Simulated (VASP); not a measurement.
# Si17Mo8 (a cell with a defect) in VASP: single point with PBE

Aim: the single point of Si17Mo8 (a cell with a defect) with PBE.

Everything below comes from runs of VASP 6.6.1. Logs are shortened: lines on timing, memory, paths and dates and some standing lists are left out, and cuts for length are marked.

## Step 1: The cell of the first run

The cell holds a defect, 25 atoms: a = 6.434 Å, b = 6.434 Å, c = 7.873 Å, α = 90.00°, β = 90.00°, γ = 90.00°.

## Step 2: Single point, PBE

File INCAR:

```
PREC = Accurate
ENCUT = 400
EDIFF = 1E-6
ISMEAR = 0
SIGMA = 0.1
LREAL = F
LASPH = T
NELM = 120
ALGO = Normal
ISIF = 2
LWAVE = F
LCHARG = F
GGA = PE
NBANDS = 108
GGA_COMPAT = F
```

File KPOINTS:

```
Automatic mesh
0
Gamma
  4 4 3
  0.5 0.5 0
```

File POSCAR:

```
Si17Mo8
1.0
    6.4336947404      0.0000000000      0.0000000000
    0.0000000000      6.4336947404      0.0000000000
    0.0000000000      0.0000000000      7.8730199992
Si Mo
17 8
Direct
   -0.0000006217     -0.0584189980      0.3537853327
    0.4999957458     -0.0067491545      0.3370001601
    0.0000006217      0.5584197176      0.3537681856
    0.2480639919      0.2499998935      0.8297926337
    0.4999973001      0.5067358853      0.3370082891
    0.7519335615      0.2500016033      0.8297975873
    0.2450626061      0.7500029446      0.8302531939
    0.7549472264      0.7499933078      0.8302538290
   -0.0000031086      0.0019382331      0.6702029209
    0.5000063152      0.0049327799      0.6697442659
    0.0000063727      0.4980648180      0.6701937758
    0.3084083221      0.2499994272      0.1462018387
    0.5000039837      0.4950508422      0.6697393123
    0.6915918736      0.2500025359      0.1462120000
    0.2567436079      0.7500023229      0.1629952674
    0.7432600073      0.7499989034      0.1629961565
    0.0000031086      0.2499932100      0.2500087641
    0.2562575731      0.2499862155      0.5003092842
    0.7437449542      0.2500008261      0.5003163971
    0.2645506305      0.7500001468      0.5050024007
    0.5000007196      0.5145548761     -0.0049940175
    0.7354483218      0.7499929970      0.5049968119
   -0.0000015543      0.5062557568     -0.0003092841
    0.5000055380     -0.0145581977     -0.0049969389
   -0.0000023315     -0.0062617208     -0.0003127135
```

Potentials or basis: VASP PAW PBE potentials, release 64 (Si, Mo_sv).

Run with:

```
> cat potpaw_PBE.64/Si/POTCAR potpaw_PBE.64/Mo_sv/POTCAR > POTCAR
> mpirun -np 1 vasp_std > vasp.out
```

OUTCAR:

```text
PREC = Accurate
   ENCUT = 400
   EDIFF = 1E-6
   ISMEAR = 0
   LREAL = F
   LASPH = T
   NELM = 120
   ISIF = 2
   GGA = PE

 ion  position               nearest neighbor table
   1  1.000  0.942  0.354-  17 2.15  20 2.42  22 2.42   3 2.47   9 2.52  16 2.55  15 2.55  25 2.81
                            18 2.83  19 2.83
   2  0.500  0.993  0.337-  20 2.55  22 2.55  14 2.55  12 2.55  15 2.60  16 2.60  18 2.62  19 2.62
                            10 2.62  24 2.69   5 3.13
   3  0.000  0.558  0.354-  17 2.15  22 2.42  20 2.42   1 2.47  11 2.52  16 2.55  15 2.55  23 2.81
                            19 2.83  18 2.83
   4  0.248  0.250  0.830-  12 2.52   9 2.58  11 2.58  13 2.59  10 2.59  18 2.59  23 2.66  25 2.66
                            21 2.69  24 2.69
   5  0.500  0.507  0.337-  22 2.55  20 2.55  14 2.55  12 2.55  15 2.60  16 2.60  19 2.62  18 2.62
                            13 2.62  21 2.69   2 3.13
   6  0.752  0.250  0.830-  14 2.52   9 2.58  11 2.58  13 2.59  10 2.59  19 2.59  23 2.66  25 2.66
                            24 2.69  21 2.69
   7  0.245  0.750  0.830-  20 2.56  24 2.58  21 2.58   9 2.59  11 2.59  25 2.59  23 2.59  15 2.62
                            10 2.64  13 2.64
   8  0.755  0.750  0.830-  22 2.56  21 2.58  24 2.58   9 2.59  11 2.59  23 2.59  25 2.59  16 2.62
                            10 2.64  13 2.64
   9  1.000  0.002  0.670-   1 2.52   4 2.58   6 2.58   8 2.59   7 2.59  25 2.59  19 2.66  18 2.66
[... 19 lines left out ...]
  19  0.744  0.250  0.500-  17 2.57  13 2.59  10 2.59   6 2.59   5 2.62   2 2.62   9 2.66  11 2.66
                            14 2.81   1 2.83   3 2.83  18 3.14  22 3.22  22 3.22  18 3.30
  20  0.265  0.750  0.505-   1 2.42   3 2.42   2 2.55   5 2.55   7 2.56  10 2.58  13 2.58  11 2.69
                             9 2.69  15 2.69  22 3.03  18 3.22  18 3.22  22 3.40
  21  0.500  0.515  0.995-  12 2.42  14 2.42  16 2.55  15 2.55  13 2.56   8 2.58   7 2.58   6 2.69
                             4 2.69   5 2.69  24 3.03  23 3.22  23 3.22  24 3.40
  22  0.735  0.750  0.505-   1 2.42   3 2.42   5 2.55   2 2.55   8 2.56  13 2.58  10 2.58  11 2.69
                             9 2.69  16 2.69  20 3.03  19 3.22  19 3.22  20 3.40
  23  1.000  0.506  1.000-  17 2.57   8 2.59   7 2.59  11 2.59  16 2.62  15 2.62   6 2.66   4 2.66
                             3 2.81  12 2.83  14 2.83  25 3.14  21 3.22  21 3.22  25 3.30
  24  0.500  0.985  0.995-  12 2.42  14 2.42  16 2.55  15 2.55  10 2.56   7 2.58   8 2.58   6 2.69
                             4 2.69   2 2.69  21 3.03  25 3.22  25 3.22  21 3.40
  25  1.000  0.994  1.000-  17 2.57   8 2.59   7 2.59   9 2.59  16 2.62  15 2.62   6 2.66   4 2.66
                             1 2.81  12 2.83  14 2.83  23 3.14  24 3.22  24 3.22  23 3.30

  LATTYP: Found a simple tetragonal cell.
 ALAT       =     6.4336947404
 C/A-ratio  =     1.2237167470

  Lattice vectors:

 A1 = (   6.4336947404,   0.0000000000,   0.0000000000)
 A2 = (   0.0000000000,   6.4336947404,   0.0000000000)
 A3 = (   0.0000000000,   0.0000000000,   7.8730199992)

Analysis of symmetry for initial positions (statically):
=====================================================================
 Subroutine PRICEL returns:
 Original cell was already a primitive cell.

 Routine SETGRP: Setting up the symmetry group for a
 simple tetragonal supercell.

 Subroutine GETGRP returns: Found  1 space group operations
 (whereof  1 operations were pure point group operations)
 out of a pool of 16 trial point group operations.

The static configuration has the point symmetry C_1 .

Analysis of symmetry for dynamics (positions and initial velocities):
=====================================================================
 Subroutine PRICEL returns:
 Original cell was already a primitive cell.

 Routine SETGRP: Setting up the symmetry group for a
 simple tetragonal supercell.

 Subroutine GETGRP returns: Found  1 space group operations
 (whereof  1 operations were pure point group operations)
 out of a pool of 16 trial point group operations.

The dynamic configuration has the point symmetry C_1 .

 Subroutine INISYM returns: Found  1 space group operations
 (whereof  1 operations are pure point group operations),
 and found     1 'primitive' translations

----------------------------------------------------------------------------------------

                                     Primitive cell

  volume of cell :     325.8834

  direct lattice vectors                    reciprocal lattice vectors
     6.433694740  0.000000000  0.000000000     0.155431683  0.000000000  0.000000000
     0.000000000  6.433694740  0.000000000     0.000000000  0.155431683  0.000000000
     0.000000000  0.000000000  7.873019999     0.000000000  0.000000000  0.127016062

  length of vectors
     6.433694740  6.433694740  7.873019999     0.155431683  0.155431683  0.127016062

  position of ions in fractional coordinates (direct lattice)
[... 68 lines left out ...]

  Length of vectors
     0.038857921  0.038857921  0.042338687

  Shift w.r.t. Gamma in fractional coordinates (k-lattice)
     0.500000000  0.500000000  0.000000000

 Subroutine IBZKPT returns following result:
 ===========================================

 Found     24 irreducible k-points:

 Following reciprocal coordinates:
            Coordinates               Weight
  0.125000  0.125000  0.000000      2.000000
 -0.125000  0.125000  0.000000      2.000000
  0.375000  0.125000  0.000000      2.000000
 -0.125000  0.375000  0.000000      2.000000
 -0.375000  0.125000  0.000000      2.000000
  0.125000  0.375000  0.000000      2.000000
[... 16 lines left out ...]
 -0.375000 -0.375000  0.333333      2.000000
  0.375000 -0.375000  0.333333      2.000000
   k-points           NKPTS =     24   k-points in BZ     NKDIM =     24   number of bands    NBANDS=    108
   number of dos      NEDOS =    301   number of ions     NIONS =     25
   total plane-waves  NPLWV =  95256
   dimension x,y,z NGX =    42 NGY =   42 NGZ =   54
   dimension x,y,z NGXF=    84 NGYF=   84 NGZF=  108
   ions per type =              17   8
   NGX,Y,Z   is equivalent  to a cutoff of  10.85, 10.85, 11.40 a.u.
   NGXF,Y,Z  is equivalent  to a cutoff of  21.71, 21.71, 22.81 a.u.
 SYSTEM =  unknown system
   PREC   = accura    normal or accurate (medium, high low for compatibility)
   ISTART =      0    job   : 0-new  1-cont  2-samecut
   ICHARG =      2    charge: 1-file 2-atom 10-const
   ISPIN  =      1    spin polarized calculation?
   LNONCOLLINEAR =      F non collinear calculations
   LSORBIT =      F    spin-orbit coupling
   LASPH  =      T    aspherical Exc in radial PAW
   ENCUT  =  400.0 eV  29.40 Ry    5.42 a.u.  10.49 10.49 12.84*2*pi/ulx,y,z
   NELM   =    120;   NELMIN=  2; NELMDL= -5     # of ELM steps
   EDIFF  = 0.1E-05   stopping-criterion for ELM
   LREAL  =      F    real-space projection
   EDIFFG = 0.1E-04   stopping-criterion for IOM
   NSW    =      0    number of steps for IOM
   IBRION =     -1    ionic relax: 0-MD 1-quasi-New 2-CG
   NFREE  =      0    steps in history (QN), initial steepest desc. (CG)
   ISIF   =      2    stress and relaxation
   ISYM   =      2    0-nonsym 1-usesym 2-fastsym
   POTIM  = 0.5000    time-step for ionic-motion
   TEBEG  =    0.0;   TEEND  =   0.0 temperature during run
   PSTRESS=    0.0 pullay stress
   NELECT =     180.0000    total number of electrons
   NUPDOWN=      -1.0000    fix difference up-down
   EMIN   =  10.00;   EMAX   =-10.00  energy-range for DOS
   EFERMI =   0.00;   METHOD = LEGACY
   ISMEAR =     0;   SIGMA  =   0.10  broadening in eV -4-tet -1-fermi 0-gaus
   EFERMI_NEDOS =   21; number of points for ismear=-14 and -15
   IALGO  =     38    algorithm
   IMIX   =      4    mixing-type and parameters
     AMIX     =   0.40;   BMIX     =  1.00
     AMIX_MAG =   1.60;   BMIX_MAG =  1.00
  volume/ion in A,a.u.               =      13.04        87.97
  Fermi-wavevector in a.u.,A,eV,Ry     =   1.343213  2.538305 24.547922  1.804221
  Thomas-Fermi vector in A             =   2.471305
   LORBIT       =      0    0 simple, 1 ext, 2 COOP (PROOUT), +10 PAW based schemes
   GGA     = PE    functional components
   LHFCALC =     F    Hartree Fock is set to
   AEXX    =    0.0000 exact exchange contribution
   IVDW    =     0    specifies the selected vdW correction
   LEPSILON=     F    determine dielectric tensor
   LRPA    =     F    only Hartree local field effects (RPA)
 non-spin polarized calculation
 Gauss-broadening in eV      SIGMA  =   0.10
  energy-cutoff  :      400.00
  volume of cell :      325.88
 maximum number of plane-waves:      5961
 NGX is ok and might be reduce to    42
   NGX = 21   NGY = 21   NGZ = 25

 number of electron     180.0000017 magnetization

 Free energy of the ion-electron system (eV)
  ---------------------------------------------------
  ext. energy  EPLUGINS =         0.00000000
  ---------------------------------------------------
  free energy    TOTEN  =      -184.92339956 eV

  energy without entropy =     -184.87814493  energy(sigma->0) =     -184.90077224

 E-fermi :  13.0993     XC(G=0): -12.5078

 val. band max:       13.0385759136   @ k =   0.3750   0.1250   0.3333
 cond. band min:      13.1256525057   @ k =   0.1250   0.1250   0.3333
 fundamental gap:      0.0870765921
 Fermi energy:        13.0993234837

 k-point     1 :       0.1250    0.1250    0.0000
  band No.  band energies     occupation
      1     -48.1323      2.00000
      2     -48.1320      2.00000
      3     -48.1159      2.00000
      4     -48.1156      2.00000
      5     -47.9541      2.00000
      6     -47.9537      2.00000
[... 2509 lines left out ...]
    101      14.6595      0.00000
    102      14.7193      0.00000
 [bands above 102 left out]

------------------------ aborting loop because EDIFF is reached ----------------------------------------

  FORCE on cell =-STRESS in cart. coord.  units (eV):
  Direction    XX          YY          ZZ          XY          YZ          ZX
  --------------------------------------------------------------------------------------
  -------------------------------------------------------------------------------------
  Total       30.5130741     30.5180243     22.7775250     -0.0005866     -0.0008411     -0.0006874
  in kB      150.0148628    150.0392003    111.9837116     -0.0028840     -0.0041352     -0.0033797
  external PRESSURE =     137.3459249 kB  Pullay stress =       0.0000000 kB

 VOLUME and BASIS-vectors are now :
 -----------------------------------------------------------------------------
  energy-cutoff  :      400.00
  volume of cell :      325.88
      direct lattice vectors                 reciprocal lattice vectors
     6.433694740  0.000000000  0.000000000     0.155431683  0.000000000  0.000000000
     0.000000000  6.433694740  0.000000000     0.000000000  0.155431683  0.000000000
     0.000000000  0.000000000  7.873019999     0.000000000  0.000000000  0.127016062

 POSITION                                       TOTAL-FORCE (eV/Angst)
 -----------------------------------------------------------------------------------
      6.43369      6.05784      2.78536         0.000062      0.023938     -0.014886
      3.21682      6.39027      2.65321         0.000366      0.009202     -0.018222
      0.00000      3.59270      2.78522         0.000242     -0.024097     -0.014621
      1.59597      1.60842      6.53297         0.008186      0.000007      0.005823
      3.21683      3.26018      2.65327        -0.000086     -0.008746     -0.018937
      4.83771      1.60843      6.53301        -0.007935      0.000064      0.005744
[... 17 lines left out ...]
      3.21688      6.34003      7.83368        -0.000244     -0.002618     -0.019253
      6.43368      6.39341      7.87056         0.000414      0.004611     -0.002479
 -----------------------------------------------------------------------------------
    total drift:                                0.000037      0.000103      0.000165

  FREE ENERGIE OF THE ION-ELECTRON SYSTEM (eV)
  ---------------------------------------------------
  free  energy   TOTEN  =      -184.9233995554 eV

  energy  without entropy=     -184.8781449273  energy(sigma->0) =     -184.90077224
```

Wall time 22 min (1 thread of Oxide Virtual Turin-like, shared host); peak memory 0.5 GiB.

Results:

```yaml
Free_energy: -184.9234 eV
Pressure: 13.7 GPa
Largest_force: 0.028 eV/Å
Band_gap_on_the_k_mesh: zero (bands 90 and 91 overlap by 0.36 eV)
```

Forces on the atoms (eV/Å):
```
Si   0.000  0.024 -0.015
Si   0.000  0.009 -0.018
Si   0.000 -0.024 -0.015
Si   0.008  0.000  0.006
Si   0.000 -0.009 -0.019
Si  -0.008  0.000  0.006
Si  -0.013  0.000 -0.019
Si   0.013  0.000 -0.019
Si   0.000 -0.008 -0.006
Si   0.000  0.013  0.019
Si   0.000  0.008 -0.005
Si  -0.024  0.000  0.015
Si   0.000 -0.013  0.020
Si   0.024  0.000  0.015
Si  -0.009  0.000  0.018
Si   0.009  0.000  0.018
Si   0.000  0.000 -0.001
Mo  -0.004  0.001  0.003
Mo   0.004  0.000  0.002
Mo   0.003 -0.001  0.018
Mo   0.000  0.003 -0.020
Mo  -0.003  0.000  0.019
Mo   0.000 -0.004 -0.003
Mo   0.000 -0.003 -0.019
Mo   0.000  0.005 -0.002
```

Stress tensor (GPa, compression positive):
```
15.00  0.00  0.00
 0.00 15.00  0.00
 0.00  0.00 11.20
```

Levels at points of the mesh, in eV from the Fermi level:
| k point | band 88 | band 89 | band 90 | band 91 | band 92 | band 93 |
| --- | --- | --- | --- | --- | --- | --- |
| (0.12, 0.12, 0.00) | -1.17 | -0.66 | 0.13 | 0.54 | 0.82 | 0.84 |

The gap in the log of VASP goes by the Fermi energy; the results here count the filled bands.